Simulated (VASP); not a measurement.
# Y (Fm-3m) in VASP: further runs

The runs below take Y through relaxation of cell and atoms, single point, with r2SCAN.

Program: VASP 6.6.1. These are calculated values, not measurements. Logs are shortened: lines on timing, memory, paths and dates and some standing lists are left out, and cuts for length are marked.

## Step 1: The cell of the first run

It takes space group Fm-3m (No. 225, cubic). The conventional cell has a = 5.101 Å, b = 5.101 Å, c = 5.101 Å, α = 90.00°, β = 90.00°, γ = 90.00°. Within 4.7 Å of Y (site symmetry m-3m) lie 12 Y at 3.61 Å.

## Step 2: Relaxation of cell and atoms, r2SCAN

The input, POSCAR:

```
Y
1.0
    0.0000000000      2.5504522892      2.5504522892
    2.5504522892      0.0000000000      2.5504522892
    2.5504522892      2.5504522892      0.0000000000
Y
1
Direct
    0.0000000000      0.0000000000      0.0000000000
```

The input, INCAR.step1:

```
SYSTEM = Y
ALGO = Normal
EDIFF = 1E-4
ENCUT = 600
GGA = PE
ISMEAR = 0
LASPH = .True.
LCHARG = .False.
LREAL = .False.
LWAVE = .True.
NELM = 100
PREC = Accurate
SIGMA = 0.1
```

The input, INCAR.step2:

```
SYSTEM = Y
ALGO = Normal
EDIFF = 1E-6
EDIFFG = -0.005
ENCUT = 600
IBRION = 2
ISIF = 3
ISMEAR = 0
ISTART = 1
LASPH = .True.
LCHARG = .False.
LMIXTAU = .True.
LREAL = .False.
LWAVE = .False.
METAGGA = R2SCAN
NELM = 100
NSW = 100
PREC = Accurate
SIGMA = 0.1
```

The input, KPOINTS:

```
k-points
0
Gamma
  14 14 14
  0 0 0
```

Potentials or basis: VASP PAW PBE potentials, release 64 (Y_sv).

Launch:

```sh
$ cat potpaw_PBE.64/Y_sv/POTCAR > POTCAR
$ cp INCAR.step1 INCAR
$ mpirun -np 1 vasp_std > vasp.out
$ cp INCAR.step2 INCAR
$ mpirun -np 1 vasp_std > vasp.out
```

OUTCAR:

```text
SYSTEM = Y
   EDIFF = 1E-6
   EDIFFG = -0.005
   ENCUT = 600
   IBRION = 2
   ISIF = 3
   ISMEAR = 0
   ISTART = 1
   LASPH = .True.
   LREAL = .False.
   METAGGA = R2SCAN
   NELM = 100
   NSW = 100
   PREC = Accurate

 ion  position               nearest neighbor table
   1  0.000  0.000  0.000-

  LATTYP: Found a face centered cubic cell.
 ALAT       =     5.1009045784

  Lattice vectors:

 A1 = (   0.0000000000,   2.5504522892,   2.5504522892)
 A2 = (   2.5504522892,   0.0000000000,   2.5504522892)
 A3 = (   2.5504522892,   2.5504522892,   0.0000000000)

Analysis of symmetry for initial positions (statically):
=====================================================================
 Subroutine PRICEL returns:
 Original cell was already a primitive cell.

 Routine SETGRP: Setting up the symmetry group for a
 face centered cubic supercell.

 Subroutine GETGRP returns: Found 48 space group operations
 (whereof 48 operations were pure point group operations)
 out of a pool of 48 trial point group operations.

The static configuration has the point symmetry O_h .

Analysis of symmetry for dynamics (positions and initial velocities):
=====================================================================
 Subroutine PRICEL returns:
 Original cell was already a primitive cell.

 Routine SETGRP: Setting up the symmetry group for a
 face centered cubic supercell.

 Subroutine GETGRP returns: Found 48 space group operations
 (whereof 48 operations were pure point group operations)
 out of a pool of 48 trial point group operations.

The dynamic configuration has the point symmetry O_h .

 Subroutine INISYM returns: Found 48 space group operations
 (whereof 48 operations are pure point group operations),
 and found     1 'primitive' translations

----------------------------------------------------------------------------------------

                                     Primitive cell

  volume of cell :      33.1804

  direct lattice vectors                    reciprocal lattice vectors
     0.000000000  2.550452289  2.550452289    -0.196043659  0.196043659  0.196043659
     2.550452289  0.000000000  2.550452289     0.196043659 -0.196043659  0.196043659
     2.550452289  2.550452289  0.000000000     0.196043659  0.196043659 -0.196043659

  length of vectors
     3.606884218  3.606884218  3.606884218     0.339557579  0.339557579  0.339557579

  position of ions in fractional coordinates (direct lattice)
     0.000000000  0.000000000  0.000000000

  ion indices of the primitive-cell ions
   primitive index   ion index
                 1           1

----------------------------------------------------------------------------------------

 KPOINTS: k-points

Automatic generation of k-mesh.
 Grid dimensions read from file:
 generate k-points for:   14   14   14

 Generating k-lattice:

  Cartesian coordinates                     Fractional coordinates (reciprocal lattice)
    -0.014003119  0.014003119  0.014003119     0.071428571  0.000000000  0.000000000
     0.014003119 -0.014003119  0.014003119     0.000000000  0.071428571  0.000000000
     0.014003119  0.014003119 -0.014003119     0.000000000  0.000000000  0.071428571

  Length of vectors
     0.024254113  0.024254113  0.024254113

  Shift w.r.t. Gamma in fractional coordinates (k-lattice)
     0.000000000  0.000000000  0.000000000

 Subroutine IBZKPT returns following result:
 ===========================================

 Found    104 irreducible k-points:

 Following reciprocal coordinates:
            Coordinates               Weight
  0.000000  0.000000  0.000000      1.000000
  0.071429  0.000000  0.000000      8.000000
  0.142857  0.000000  0.000000      8.000000
[... 46 lines left out ...]
   ISIF   =      3    stress and relaxation
   ISYM   =      2    0-nonsym 1-usesym 2-fastsym
   POTIM  = 0.5000    time-step for ionic-motion
   TEBEG  =    0.0;   TEEND  =   0.0 temperature during run
   PSTRESS=    0.0 pullay stress
   NELECT =      11.0000    total number of electrons
   NUPDOWN=      -1.0000    fix difference up-down
   EMIN   =  10.00;   EMAX   =-10.00  energy-range for DOS
   EFERMI =   0.00;   METHOD = LEGACY
   ISMEAR =     0;   SIGMA  =   0.10  broadening in eV -4-tet -1-fermi 0-gaus
   EFERMI_NEDOS =   21; number of points for ismear=-14 and -15
   IALGO  =     38    algorithm
   IMIX   =      4    mixing-type and parameters
     AMIX     =   0.40;   BMIX     =  1.00
     AMIX_MAG =   1.60;   BMIX_MAG =  1.00
  volume/ion in A,a.u.               =      33.18       223.91
  Fermi-wavevector in a.u.,A,eV,Ry     =   1.133040  2.141135 17.466878  1.283779
  Thomas-Fermi vector in A             =   2.269742
   LORBIT       =      0    0 simple, 1 ext, 2 COOP (PROOUT), +10 PAW based schemes
   METAGGA = R2SCAN    functional components
   LHFCALC =     F    Hartree Fock is set to
   AEXX    =    0.0000 exact exchange contribution
   IVDW    =     0    specifies the selected vdW correction
   LEPSILON=     F    determine dielectric tensor
   LRPA    =     F    only Hartree local field effects (RPA)
 conjugate gradient relaxation of ions
 non-spin polarized calculation
 Gauss-broadening in eV      SIGMA  =   0.10
  energy-cutoff  :      600.00
  volume of cell :       33.18
 maximum number of plane-waves:      1123
 NGX is ok and might be reduce to    30
   NGX = 15   NGY = 15   NGZ = 15

--------------------------------------- Ionic step        1  -------------------------------------------

 number of electron      11.0000000 magnetization

 Free energy of the ion-electron system (eV)
  ---------------------------------------------------
  ext. energy  EPLUGINS =         0.00000000
  ---------------------------------------------------
  free energy    TOTEN  =       -20.22729686 eV

  energy without entropy =      -20.21957270  energy(sigma->0) =      -20.22343478

------------------------ aborting loop because EDIFF is reached ----------------------------------------

  FORCE on cell =-STRESS in cart. coord.  units (eV):
  Direction    XX          YY          ZZ          XY          YZ          ZX
  --------------------------------------------------------------------------------------
  -------------------------------------------------------------------------------------
  Total        0.0194639      0.0194639      0.0194639      0.0000000      0.0000000      0.0000000
  in kB        0.9398511      0.9398511      0.9398511      0.0000000      0.0000000      0.0000000
  external PRESSURE =       0.9398511 kB  Pullay stress =       0.0000000 kB

 VOLUME and BASIS-vectors are now :
 -----------------------------------------------------------------------------
  energy-cutoff  :      600.00
  volume of cell :       33.18
      direct lattice vectors                 reciprocal lattice vectors
     0.000000000  2.550452289  2.550452289    -0.196043659  0.196043659  0.196043659
     2.550452289  0.000000000  2.550452289     0.196043659 -0.196043659  0.196043659
     2.550452289  2.550452289  0.000000000     0.196043659  0.196043659 -0.196043659

 POSITION                                       TOTAL-FORCE (eV/Angst)
 -----------------------------------------------------------------------------------
      0.00000      0.00000      0.00000        -0.000000     -0.000000      0.000000
 -----------------------------------------------------------------------------------
    total drift:                               -0.000000     -0.000000      0.000000

  FREE ENERGIE OF THE ION-ELECTRON SYSTEM (eV)
  ---------------------------------------------------
  free  energy   TOTEN  =       -20.2272968554 eV

  energy  without entropy=      -20.2195726988  energy(sigma->0) =      -20.22343478

--------------------------------------- Ionic step        2  -------------------------------------------

 number of electron      11.0000000 magnetization

 Free energy of the ion-electron system (eV)
  ---------------------------------------------------
  ext. energy  EPLUGINS =         0.00000000
  ---------------------------------------------------
  free energy    TOTEN  =       -20.22731761 eV

  energy without entropy =      -20.21956971  energy(sigma->0) =      -20.22344366

 E-fermi :   3.0384     XC(G=0): -10.0248

 val. band max:        3.0268615933   @ k =  -0.3571   0.2143   0.0000
 cond. band min:       3.0562108750   @ k =   0.2857   0.2857   0.0000
 fundamental gap:      0.0293492817
 Fermi energy:         3.0383993588

 k-point     1 :       0.0000    0.0000    0.0000
  band No.  band energies     occupation
      1     -41.2063      2.00000
      2     -20.2537      2.00000
      3     -20.2537      2.00000
      4     -20.2537      2.00000
      5      -1.9381      2.00000
      6       5.0553      0.00000
      7       5.0553      0.00000
      8       5.0553      0.00000
      9       7.1394      0.00000
[... 265 lines left out ...]
 k-point    24 :       0.2857    0.1429    0.0000
  band No.  band energies     occupation
      1     -41.1679      2.00000
      2     -20.5342      2.00000
      3     -20.3275      2.00000
      4     -20.3221      2.00000
      5      -0.2645      2.00000
      6       3.5957      0.00000
      7       5.0335      0.00000
      8       5.6841      0.00000
      9       6.4816      0.00000

 [... further k-points ...]

------------------------ aborting loop because EDIFF is reached ----------------------------------------

  FORCE on cell =-STRESS in cart. coord.  units (eV):
  Direction    XX          YY          ZZ          XY          YZ          ZX
  --------------------------------------------------------------------------------------
  -------------------------------------------------------------------------------------
  Total       -0.0035083     -0.0035083     -0.0035083      0.0000000     -0.0000000      0.0000000
  in kB       -0.1689276     -0.1689276     -0.1689276      0.0000000     -0.0000000      0.0000000
  external PRESSURE =      -0.1689276 kB  Pullay stress =       0.0000000 kB

 VOLUME and BASIS-vectors are now :
 -----------------------------------------------------------------------------
  energy-cutoff  :      600.00
  volume of cell :       33.27
      direct lattice vectors                 reciprocal lattice vectors
     0.000000000  2.552847140  2.552847140    -0.195859749  0.195859749  0.195859749
     2.552847140 -0.000000000  2.552847140     0.195859749 -0.195859749  0.195859749
     2.552847140  2.552847140  0.000000000     0.195859749  0.195859749 -0.195859749

 POSITION                                       TOTAL-FORCE (eV/Angst)
 -----------------------------------------------------------------------------------
      2.55285      2.55285      0.00000         0.000000     -0.000000     -0.000000
 -----------------------------------------------------------------------------------
    total drift:                                0.000000      0.000000      0.000000

  FREE ENERGIE OF THE ION-ELECTRON SYSTEM (eV)
  ---------------------------------------------------
  free  energy   TOTEN  =       -20.2273176083 eV

  energy  without entropy=      -20.2195697120  energy(sigma->0) =      -20.22344366

 reached required accuracy - stopping structural energy minimisation
```

Run time: 3.4 min. Hardware: 1 thread of Intel Xeon Platinum 8488C (Sapphire Rapids), shared host; peak memory 0.22 GiB.

Results:

```
Free energy                            : -20.2273 eV
Relaxed volume                         : 33.27 Å³/atom
Relaxed cell                           : a = 3.610 Å, b = 3.610 Å, c = 3.610 Å, α = 60.00°, β = 60.00°, γ = 60.00°
Space group after relaxing (to 0.05 Å) : Fm-3m (No. 225)
Energy gained by relaxing              : 0.0 meV/atom
Ionic steps                            : 2
Pressure after relaxing                : 0.0 GPa
```

Final structure:
```xyz
1
Lattice="0.0000 2.5528 2.5528 2.5528 0.0000 2.5528 2.5528 2.5528 0.0000" Properties=species:S:1:pos:R:3 pbc="T T T"
Y     2.5528    2.5528    0.0000
```

Levels at points of the mesh, in eV from the Fermi level:
| k point | band 3 | band 4 | band 5 | band 6 | band 7 | band 8 |
| --- | --- | --- | --- | --- | --- | --- |
| (0.00, 0.00, 0.00) | -23.29 | -23.29 | -4.98 | 2.02 | 2.02 | 2.02 |
| (0.50, 0.00, 0.00) | -23.36 | -23.36 | -1.98 | 0.37 | 1.84 | 1.84 |
| (0.50, 0.50, 0.00) | -23.49 | -23.49 | -1.76 | -0.81 | 1.92 | 5.55 |

Caveat: the PAW data sets were made with another functional, which shifts forces and pressure a little.

## Step 3: Single point, r2SCAN (volume scaled by 0.94)

The input, POSCAR:

```
Y
1.0
    0.0000000000      2.4983874769      2.4983874769
    2.4983874769      0.0000000000      2.4983874769
    2.4983874769      2.4983874769      0.0000000000
Y
1
Direct
    0.0000000000      0.0000000000      0.0000000000
```

The input, INCAR.step1:

```
PREC = Accurate
ENCUT = 520
ISMEAR = 0
SIGMA = 0.1
LREAL = False
LASPH = True
NELM = 100
NBANDS = 12
GGA = PE
ALGO = Normal
EDIFF = 1E-4
LWAVE = True
LCHARG = False
```

The input, INCAR.step2:

```
PREC = Accurate
ENCUT = 520
EDIFF = 1E-6
ISMEAR = 0
SIGMA = 0.1
LREAL = False
LASPH = True
NELM = 100
ALGO = Normal
ISIF = 2
LWAVE = False
LCHARG = True
METAGGA = R2SCAN
LMIXTAU = True
LELF = True
LVHAR = True
NBANDS = 12
ISTART = 1
```

The input, KPOINTS:

```
regular mesh
0
Gamma
  14 14 14
```

Potentials or basis: VASP PAW PBE potentials, release 64 (Y_sv).

Launch:

```sh
$ cat potpaw_PBE.64/Y_sv/POTCAR > POTCAR
$ cp INCAR.step1 INCAR
$ mpirun -np 1 vasp_std > vasp.out
$ cp INCAR.step2 INCAR
$ mpirun -np 1 vasp_std > vasp.out
```

OUTCAR:

```text
PREC = Accurate
   ENCUT = 520
   EDIFF = 1E-6
   ISMEAR = 0
   LREAL = False
   LASPH = True
   NELM = 100
   ISIF = 2
   METAGGA = R2SCAN
   ISTART = 1

 ion  position               nearest neighbor table
   1  0.000  0.000  0.000-

  LATTYP: Found a face centered cubic cell.
 ALAT       =     4.9967749538

  Lattice vectors:

 A1 = (   0.0000000000,   2.4983874769,   2.4983874769)
 A2 = (   2.4983874769,   0.0000000000,   2.4983874769)
 A3 = (   2.4983874769,   2.4983874769,   0.0000000000)

[... 538 lines left out ...]
     12      16.1033      0.00000

 [... further k-points ...]

------------------------ aborting loop because EDIFF is reached ----------------------------------------

  FORCE on cell =-STRESS in cart. coord.  units (eV):
  Direction    XX          YY          ZZ          XY          YZ          ZX
  --------------------------------------------------------------------------------------
  -------------------------------------------------------------------------------------
  Total        0.5277381      0.5277381      0.5277381      0.0000000     -0.0000000      0.0000000
  in kB       27.1093850     27.1093850     27.1093850      0.0000000     -0.0000000      0.0000000
  external PRESSURE =      27.1093850 kB  Pullay stress =       0.0000000 kB

 VOLUME and BASIS-vectors are now :
 -----------------------------------------------------------------------------
  energy-cutoff  :      520.00
  volume of cell :       31.19
      direct lattice vectors                 reciprocal lattice vectors
     0.000000000  2.498387477  2.498387477    -0.200129085  0.200129085  0.200129085
     2.498387477  0.000000000  2.498387477     0.200129085 -0.200129085  0.200129085
     2.498387477  2.498387477  0.000000000     0.200129085  0.200129085 -0.200129085

 POSITION                                       TOTAL-FORCE (eV/Angst)
 -----------------------------------------------------------------------------------
      0.00000      0.00000      0.00000         0.000000      0.000000      0.000000
 -----------------------------------------------------------------------------------
    total drift:                               -0.000000     -0.000000     -0.000000

  FREE ENERGIE OF THE ION-ELECTRON SYSTEM (eV)
  ---------------------------------------------------
  free  energy   TOTEN  =       -20.2104589199 eV

  energy  without entropy=      -20.2028646129  energy(sigma->0) =      -20.20666177
```

OUTCAR.step1:

```text
PREC = Accurate
   ENCUT = 520
   ISMEAR = 0
   LREAL = False
   LASPH = True
   NELM = 100
[... 575 lines left out ...]

 POSITION                                       TOTAL-FORCE (eV/Angst)
 -----------------------------------------------------------------------------------
      0.00000      0.00000      0.00000         0.000000     -0.000000      0.000000
 -----------------------------------------------------------------------------------
    total drift:                               -0.000000     -0.000000     -0.000000

  FREE ENERGIE OF THE ION-ELECTRON SYSTEM (eV)
  ---------------------------------------------------
  free  energy   TOTEN  =        -6.4056118042 eV

  energy  without entropy=       -6.3972639614  energy(sigma->0) =       -6.40143788
```

OSZICAR.step1:

```text
N       E                     dE             d eps       ncg     rms          rms(c)
DAV:   1     0.246406638988E+02    0.24641E+02   -0.55498E+03  2496   0.833E+02
DAV:   2    -0.525408957959E+01   -0.29895E+02   -0.29034E+02  3048   0.168E+02
DAV:   3    -0.654481235625E+01   -0.12907E+01   -0.12699E+01  3536   0.217E+01
DAV:   4    -0.657422780880E+01   -0.29415E-01   -0.29409E-01  2816   0.310E+00
DAV:   5    -0.657483387523E+01   -0.60607E-03   -0.60605E-03  3220   0.338E-01    0.226E+01
DAV:   6    -0.642958869439E+01    0.14525E+00   -0.18598E-01  2704   0.289E+00    0.139E+01
DAV:   7    -0.640949322931E+01    0.20095E-01   -0.27534E-01  2940   0.353E+00    0.120E+00
DAV:   8    -0.640575650254E+01    0.37367E-02   -0.35653E-02  2900   0.145E+00    0.192E-01
DAV:   9    -0.640563495084E+01    0.12155E-03   -0.73107E-04  3052   0.224E-01    0.806E-02
DAV:  10    -0.640561180423E+01    0.23147E-04   -0.11442E-04  1888   0.961E-02
   1 F= -.64056118E+01 E0= -.64014379E+01  d E =-.834784E-02
```

Run time: 89 s. Hardware: 1 thread of Intel Xeon 6975P-C (Granite Rapids), shared host; peak memory 0.2 GiB.

Results:

```
Free energy : -20.2105 eV
Pressure    : 2.7 GPa
```

Levels at points of the mesh, in eV from the Fermi level:
```tsv
k point	band 2	band 3	band 4	band 5	band 6	band 7	band 8	band 9
(0.00, 0.00, 0.00)	-23.08	-23.08	-23.08	-5.07	2.09	2.09	2.09	4.34
(0.50, 0.00, 0.00)	-23.77	-23.17	-23.17	-2.07	0.57	1.89	1.89	5.88
(0.50, 0.50, 0.00)	-23.72	-23.32	-23.32	-1.92	-0.94	2.22	5.91	6.31
```

Caveat: the cell differs from its parent crystal (volume scaled by 0.94); the PAW data sets were made with another functional, which shifts forces and pressure a little.

(Continued in part 2 of 2.)
